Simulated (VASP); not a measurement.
Here is a VASP 6.6.1 calculation.

File INCAR:

```
PREC     = Accurate       # precision mode
ENCUT    = 520            # plane-wave cutoff, eV
EDIFF    = 1E-6           # SCF threshold, eV
ISMEAR   = 0              # smearing method
SIGMA    = 0.1            # smearing width, eV
LREAL    = F              # projectors in reciprocal space
LASPH    = T              # aspherical terms in the spheres
NELM     = 80             # most SCF steps
ALGO     = Fast           # electronic algorithm
ISIF     = 2              # what is computed and relaxed
LWAVE    = F              # write WAVECAR
LCHARG   = F              # write CHGCAR
LDIPOL   = T            
IDIPOL   = 3            
DIPOL    = 0.5 0.5 0.313
GGA      = PE             # functional
NBANDS   = 104            # bands
```

The input KPOINTS:

```
regular mesh
0
Gamma
  6 6 1
```

POSCAR

```
HRh6
1.0
    5.4165863251      0.0000000000      0.0000000000
   -2.7082931626      4.6909013593      0.0000000000
    0.0000000000      0.0000000000     22.2966119230
Rh H
12 2
Direct
    0.3333333333      0.1666666667      0.1793994538
    0.3333333333      0.6666666667      0.1793994538
    0.8333333333      0.1666666667      0.1793994538
    0.8333333333      0.6666666667      0.1793994538
    0.1666666667      0.3333333333      0.2757769167
    0.1666666667      0.8333333333      0.2757769167
    0.6666666667      0.3333333333      0.2757769167
    0.6666666667      0.8333333333      0.2757769167
    0.0000000000      0.0000000000      0.3721019118
    0.0000000000      0.5000000000      0.3721019118
    0.5000000000      0.0000000000      0.3721019118
    0.5000000000      0.5000000000      0.3721019118
    0.2100290039      0.4200580078      0.5335614202
    0.2899709961      0.5799419922      0.5335614202
```

Potentials or basis: VASP PAW PBE potentials, release 64 (Rh_pv, H).

Run with:

```bash
$ cat potpaw_PBE.64/Rh_pv/POTCAR potpaw_PBE.64/H/POTCAR > POTCAR
$ mpirun -np 1 vasp_std > vasp.out
```

Problem. What does it give for the band gap on the k mesh?

Solution. Zero (bands 91 and 92 overlap by 0.75 eV).

Problem. What does it give for the largest force?

Solution. 0.018 eV/Å.

Forces on the atoms (eV/Å):
```
Rh   0.003  0.002 -0.009
Rh   0.000 -0.001 -0.008
Rh  -0.003  0.002 -0.009
Rh   0.000 -0.003 -0.008
Rh   0.000 -0.003 -0.017
Rh   0.000  0.003 -0.010
Rh   0.000 -0.002 -0.009
Rh   0.000  0.003 -0.010
Rh   0.000 -0.005  0.010
Rh  -0.003  0.002  0.018
Rh   0.000  0.000  0.014
Rh   0.003  0.002  0.018
H    0.000 -0.011  0.011
H    0.000  0.011  0.011
```
